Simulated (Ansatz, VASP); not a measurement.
## Two plane-wave programs on Al3Cu

File INCAR:

```
PREC = Accurate ; ENCUT = 520
EDIFF = 1E-6 ; ISMEAR = 0
SIGMA = 0.1 ; LREAL = F
LASPH = T ; NELM = 100
ALGO = Normal ; ISIF = 2
LWAVE = F ; LCHARG = F
GGA = PS ; NBANDS = 18
```

The input KPOINTS:

```
Automatic mesh
0
Gamma
  6 6 6
```

Contents of POSCAR:

```
Al3Cu
1.0
    3.9241510000      0.0000000000      0.0000000000
    0.0000000000      3.9241510000      0.0000000000
    0.0000000000      0.0000000000      3.9241510000
Al Cu
3 1
Direct
    0.0000000000      0.5000000000      0.5000000000
    0.5000000000      0.0000000000      0.5000000000
    0.5000000000      0.5000000000      0.0000000000
    0.0000000000      0.0000000000      0.0000000000
```

Input for Ansatz:

```yaml
crystal:
  lattice:
    - [3.924151, 0.0, 0.0]
    - [0.0, 3.924151, 0.0]
    - [0.0, 0.0, 3.924151]
  atoms:
    - { symbol: Al, position: [0.0, 0.5, 0.5] }
    - { symbol: Al, position: [0.5, 0.0, 0.5] }
    - { symbol: Al, position: [0.5, 0.5, 0.0] }
    - { symbol: Cu, position: [0.0, 0.0, 0.0] }
basis:
  ecutwfc: 420
kpoints:
  mp_grid: { grid: [6, 6, 6] }
hamiltonian:
  xc: pbesol
scf:
  occupations: { method: gaussian, width: 0.1 }
output:
  forces: true
  stress: true
  eigenvalues: true
```

Alike in both runs: task single point; functional PBEsol; k mesh 6 × 6 × 6; occupations gaussian, width 0.1 eV; no spin polarisation.

|  | VASP | Ansatz |
| --- | --- | --- |
| version | VASP 6.6.1 | Ansatz 0.2.0 |
| potentials or method | VASP PAW PBE potentials, release 64 (Al, Cu), cutoff 520 eV | scalar-relativistic, plane waves, PAW |
| valence electrons in the cell | 20 | 28 |

```csv
,VASP,Ansatz,Ansatz less VASP
gap on the k mesh at the Fermi level (eV),none,none,-
pressure (GPa),-2.4,-2.6,-0.15
```

VASP's potentials were made for PBE, not for PBEsol. A gap of «none» marks a metal or a gap that the smearing closes. With one functional, cell and mesh, what is left measures potentials, basis and numerics. VASP's potentials hold 20 valence electrons a cell and Ansatz's 28, so a difference there can come from the potentials and not from the codes.
